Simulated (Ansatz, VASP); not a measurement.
## BN in VASP and in Ansatz

Contents of INCAR:

```
ALGO     = Normal         # electronic algorithm
EDIFF    = 1E-7           # SCF threshold, eV
EDIFFG   = -0.01          # ionic threshold
ENCUT    = 520            # plane-wave cutoff, eV
GGA      = PS             # functional
GGA_COMPAT= False        
IBRION   = 2              # ionic algorithm
ISIF     = 2              # what is computed and relaxed
ISMEAR   = 0              # smearing method
LASPH    = True           # aspherical terms in the spheres
LCHARG   = False          # write CHGCAR
LREAL    = False          # projectors in reciprocal space
LWAVE    = False          # write WAVECAR
NELM     = 120            # most SCF steps
NELMIN   = 4            
NSW      = 50             # ionic steps
PREC     = Accurate       # precision mode
SIGMA    = 0.05           # smearing width, eV
```

File KPOINTS:

```
k-points
0
Gamma
  12 12 4
```

POSCAR

```
BN
1.0
    2.6873030046      0.0000000000      0.0000000000
   -1.3436515023      2.1683338019      0.0000000000
    0.0000000000      0.0000000000      7.8078478008
B N
2 2
Direct
    0.3333333333      0.6666666667      0.2500000000
    0.6666666667      0.3333333333      0.7500000000
    0.3333333333      0.6666666667      0.7500000000
    0.6666666667      0.3333333333      0.2500000000
```

Input for Ansatz:

```yaml
crystal:
  lattice:
    - [2.6873030046, 0.0, 0.0]
    - [-1.3436515023, 2.1683338019, 0.0]
    - [0.0, 0.0, 7.8078478008]
  atoms:
    - { symbol: B, position: [0.3333333333, 0.6666666667, 0.25] }
    - { symbol: B, position: [0.6666666667, 0.3333333333, 0.75] }
    - { symbol: "N", position: [0.3333333333, 0.6666666667, 0.75] }
    - { symbol: "N", position: [0.6666666667, 0.3333333333, 0.25] }
basis:
  ecutwfc: 520.0
kpoints:
  mp_grid: { grid: [12, 12, 4] }
hamiltonian:
  xc: pbesol
  pseudopotentials: { kind: paw, azcp: { folder: soft_1 } }
scf:
  occupations: { method: gaussian, width: 0.05 }
output:
  forces: true
  stress: true
  eigenvalues: true
relax:
  adjacent_minimum: "off"
  f_tol: 0.01
  max_steps: 30
```

Change from the starting cell: normal strain along x +0.0733, normal strain along z +0.1100.

Alike in both runs: task relaxation of the atoms; functional PBEsol; k mesh 12 × 12 × 4; occupations gaussian, width 0.05 eV; no spin polarisation.

|  | VASP | Ansatz |
| --- | --- | --- |
| version | VASP 6.6.1 | Ansatz 0.2.0 |
| potentials or method | VASP PAW PBE potentials, release 64 (B, N), cutoff 520 eV | scalar-relativistic, plane waves, PAW |
| valence electrons in the cell | 16 | 16 |

|  | VASP | Ansatz | Ansatz less VASP |
| --- | --- | --- | --- |
| gap on the k mesh at the Fermi level, each at its own relaxed structure (eV) | 4.08 | 4.15 | +0.074 |

VASP's potentials were made for PBE, not for PBEsol, and Ansatz warns of the same on its side. Ansatz's warnings: stress scf threshold loose.
